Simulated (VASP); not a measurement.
# AlCo (WC type) (P-6m2) in VASP: single point with PBE

Aim: the single point of AlCo (WC type) with PBE.

Program: VASP 6.6.1. These are calculated values, not measurements. Logs are shortened: lines on timing, memory, paths and dates and some standing lists are left out, and cuts for length are marked.

### Step 1. The cell of the first run

It takes space group P-6m2 (No. 187, hexagonal). The conventional cell has a = 2.599 Å, b = 2.599 Å, c = 3.678 Å, α = 90.00°, β = 90.00°, γ = 120.00°. Within 3.1 Å of Co (site symmetry -6m2) lie 6 Al at 2.37 Å and 6 Co at 2.60 Å. Within 3.1 Å of Al (site symmetry -6m2) lie 6 Co at 2.37 Å and 6 Al at 2.60 Å.

### Step 2. Single point, PBE (10.76 Å³/atom)

POSCAR

```
AlCo
1.0
    2.5988864495      0.0000000000      0.0000000000
   -1.2994432248      2.2507016868      0.0000000000
    0.0000000000      0.0000000000      3.6775305310
Co Al
1 1
Direct
    0.0000000000      0.0000000000      0.0000000000
    0.3333333333      0.6666666667      0.5000000000
```

INCAR.step1

```
SYSTEM = AlCo
ALGO     = Normal         ! electronic algorithm
EDIFF    = 1E-6           ! SCF threshold, eV
ENCUT    = 520            ! plane-wave cutoff, eV
GGA      = PE             ! functional
ISIF     = 2              ! what is computed and relaxed
ISMEAR   = -1             ! smearing method
LASPH    = .TRUE.         ! aspherical terms in the spheres
LCHARG   = .TRUE.         ! write CHGCAR
LMAXMIX  = 4              ! l up to which the mixer works
LREAL    = .FALSE.        ! projectors in reciprocal space
LWAVE    = .FALSE.        ! write WAVECAR
NBANDS   = 13             ! bands
NELM     = 60             ! most SCF steps
PREC     = Accurate       ! precision mode
SIGMA    = 0.1            ! smearing width, eV
```

KPOINTS.step1

```
k-points
0
G
  15 15 14
  0 0 0
```

INCAR.step2

```
SYSTEM = AlCo
ALGO     = Normal         ! electronic algorithm
EDIFF    = 1E-6           ! SCF threshold, eV
ENCUT    = 520            ! plane-wave cutoff, eV
GGA      = PE             ! functional
ICHARG   = 11             ! starting density
ISIF     = 2              ! what is computed and relaxed
ISMEAR   = -5             ! smearing method
LASPH    = .TRUE.         ! aspherical terms in the spheres
LCHARG   = .FALSE.        ! write CHGCAR
LMAXMIX  = 4              ! l up to which the mixer works
LORBIT   = 11             ! projections on sites
LREAL    = .FALSE.        ! projectors in reciprocal space
LWAVE    = .FALSE.        ! write WAVECAR
NBANDS   = 13             ! bands
NEDOS    = 2001           ! points of the DOS
NELM     = 60             ! most SCF steps
PREC     = Accurate       ! precision mode
SIGMA    = 0.1            ! smearing width, eV
```

KPOINTS.step2

```
k-points
0
G
  23 23 21
  0 0 0
```

Potentials or basis: VASP PAW PBE potentials, release 64 (Co, Al).

Run with:

```
cat potpaw_PBE.64/Co/POTCAR potpaw_PBE.64/Al/POTCAR > POTCAR
cp INCAR.step1 INCAR
cp KPOINTS.step1 KPOINTS
mpirun -np 1 vasp_std > vasp.out
cp INCAR.step2 INCAR
cp KPOINTS.step2 KPOINTS
mpirun -np 1 vasp_std > vasp.out
```

OUTCAR:

```text
SYSTEM = AlCo
   EDIFF = 1E-6
   ENCUT = 520
   GGA = PE
   ICHARG = 11
   ISIF = 2
   ISMEAR = -5
   LASPH = .TRUE.
   LORBIT = 11
   LREAL = .FALSE.
   NELM = 60
   PREC = Accurate

 ion  position               nearest neighbor table
   1  0.000  0.000  0.000-   2 2.37   2 2.37   2 2.37   2 2.37   2 2.37   2 2.37
   2  0.333  0.667  0.500-   1 2.37   1 2.37   1 2.37   1 2.37   1 2.37   1 2.37

  LATTYP: Found a hexagonal cell.
 ALAT       =     2.5988864495
 C/A-ratio  =     1.4150408656

  Lattice vectors:

 A1 = (   2.5988864495,   0.0000000000,   0.0000000000)
 A2 = (  -1.2994432248,   2.2507016868,   0.0000000000)
 A3 = (   0.0000000000,   0.0000000000,   3.6775305310)

Analysis of symmetry for initial positions (statically):
=====================================================================
 Subroutine PRICEL returns:
 Original cell was already a primitive cell.

 Routine SETGRP: Setting up the symmetry group for a
 hexagonal supercell.

 Subroutine GETGRP returns: Found 12 space group operations
 (whereof 12 operations were pure point group operations)
 out of a pool of 24 trial point group operations.

The static configuration has the point symmetry D_3h.

Analysis of symmetry for dynamics (positions and initial velocities):
=====================================================================
 Subroutine PRICEL returns:
 Original cell was already a primitive cell.

 Routine SETGRP: Setting up the symmetry group for a
 hexagonal supercell.

 Subroutine GETGRP returns: Found 12 space group operations
 (whereof 12 operations were pure point group operations)
 out of a pool of 24 trial point group operations.

The dynamic configuration has the point symmetry D_3h.

 Subroutine INISYM returns: Found 12 space group operations
 (whereof 12 operations are pure point group operations),
 and found     1 'primitive' translations

----------------------------------------------------------------------------------------

                                     Primitive cell

  volume of cell :      21.5110

  direct lattice vectors                    reciprocal lattice vectors
     2.598886450  0.000000000  0.000000000     0.384780182  0.222152941  0.000000000
    -1.299443225  2.250701687  0.000000000     0.000000000  0.444305883  0.000000000
     0.000000000  0.000000000  3.677530531     0.000000000  0.000000000  0.271921604

  length of vectors
     2.598886450  2.598886450  3.677530531     0.444305883  0.444305883  0.271921604

  position of ions in fractional coordinates (direct lattice)
     0.000000000  0.000000000  0.000000000
[... 99 lines left out ...]
     AMIX     =   0.40;   BMIX     =  1.00
     AMIX_MAG =   1.60;   BMIX_MAG =  1.00
  volume/ion in A,a.u.               =      10.76        72.58
  Fermi-wavevector in a.u.,A,eV,Ry     =   1.347663  2.546714 24.710852  1.816196
  Thomas-Fermi vector in A             =   2.475395
   LORBIT       =     11    0 simple, 1 ext, 2 COOP (PROOUT), +10 PAW based schemes
   GGA     = PE    functional components
   LHFCALC =     F    Hartree Fock is set to
   AEXX    =    0.0000 exact exchange contribution
   IVDW    =     0    specifies the selected vdW correction
   LEPSILON=     F    determine dielectric tensor
   LRPA    =     F    only Hartree local field effects (RPA)
 non-spin polarized calculation
 Fermi weights with tetrahedron method with Bloechl corrections
  energy-cutoff  :      520.00
  volume of cell :       21.51
 maximum number of plane-waves:       596
 NGX is ok and might be reduce to    20

 number of electron      11.9999997 magnetization

 Free energy of the ion-electron system (eV)
  ---------------------------------------------------
  ext. energy  EPLUGINS =         0.00000000
  ---------------------------------------------------
  free energy    TOTEN  =       -11.21476914 eV

  energy without entropy =      -11.21476914  energy(sigma->0) =      -11.21476914

 E-fermi :  11.4476     XC(G=0): -12.6260

 val. band max:       11.4476264494   @ k =   0.2174   0.1739   0.4286
 cond. band min:      11.4457656939   @ k =   0.3478   0.0870   0.1905
 fundamental gap:     -0.0018607555
 Fermi energy:        11.4476191440

 k-point     1 :       0.0000    0.0000    0.0000
  band No.  band energies     occupation
      1      -0.1730      2.00000
      2       7.6163      2.00000
      3       9.8517      2.00000
      4       9.8517      2.00000
      5      10.0050      2.00000
      6      10.8186      2.00000
      7      10.8186      2.00000
      8      15.5795      0.00000
      9      25.6813      0.00000
     10      25.6813      0.00000
     11      28.4993      0.00000
     12      28.4993      0.00000
     13      29.1995      0.00000
[... 354 lines left out ...]
  band No.  band energies     occupation
      1       0.4968      2.00000
      2       8.0041      2.00000
      3       9.1767      2.00000
      4       9.5514      2.00000
      5      10.1762      2.00000
      6      10.7130      2.00000
      7      12.1596      0.00000
      8      15.7644      0.00000
      9      21.3048      0.00000
     10      22.8119      0.00000
     11      28.1670      0.00000
     12      29.5196      0.00000
     13      29.8277      0.00000

 [... further k-points ...]

------------------------ aborting loop because EDIFF is reached ----------------------------------------

  FORCE on cell =-STRESS in cart. coord.  units (eV):
  Direction    XX          YY          ZZ          XY          YZ          ZX
  --------------------------------------------------------------------------------------
  -------------------------------------------------------------------------------------
  Total        3.4593343      3.4593343      3.4000689     -0.0000000      0.0000000      0.0000000
  in kB      257.6567880    257.6567880    253.2426017     -0.0000000      0.0000000      0.0000000
  external PRESSURE =     256.1853926 kB  Pullay stress =       0.0000000 kB

 VOLUME and BASIS-vectors are now :
 -----------------------------------------------------------------------------
  energy-cutoff  :      520.00
  volume of cell :       21.51
      direct lattice vectors                 reciprocal lattice vectors
     2.598886450  0.000000000  0.000000000     0.384780182  0.222152941  0.000000000
    -1.299443225  2.250701687  0.000000000     0.000000000  0.444305883  0.000000000
     0.000000000  0.000000000  3.677530531     0.000000000  0.000000000  0.271921604

 POSITION                                       TOTAL-FORCE (eV/Angst)
 -----------------------------------------------------------------------------------
      0.00000      0.00000      0.00000        -0.000000      0.000000      0.000000
     -0.00000      1.50047      1.83877         0.000000     -0.000000      0.000000
 -----------------------------------------------------------------------------------
    total drift:                               -0.000005      0.000003      0.000000

  FREE ENERGIE OF THE ION-ELECTRON SYSTEM (eV)
  ---------------------------------------------------
  free  energy   TOTEN  =       -11.2147691398 eV

  energy  without entropy=      -11.2147691398  energy(sigma->0) =      -11.21476914

 total charge

# of ion       s       p       d       tot
------------------------------------------
    1        0.482   0.586   7.500   8.569
    2        0.434   0.485   0.000   0.919
--------------------------------------------------
tot          0.917   1.071   7.500   9.488
```

It took 2.9 min on 1 thread of Intel Xeon 6455B, shared host; peak memory 0.31 GiB.

Results:

| Quantity | Value |
| --- | --- |
| Valence electrons inside the program's atomic spheres | Co 8.57; Al 0.92 |

Levels at points of the mesh, in eV from the Fermi level:
```csv
k point,band 4,band 5,band 6,band 7,band 8,band 9
"(0.00, 0.00, 0.00)",-1.60,-1.44,-0.63,-0.63,4.13,14.23
```

Caveat: the run has no spin polarisation, though such a crystal can be magnetic; tetrahedron occupations give inexact forces and stress in metals. Spin polarisation is off, so any magnetic state and its effect on volume and gap are missing.
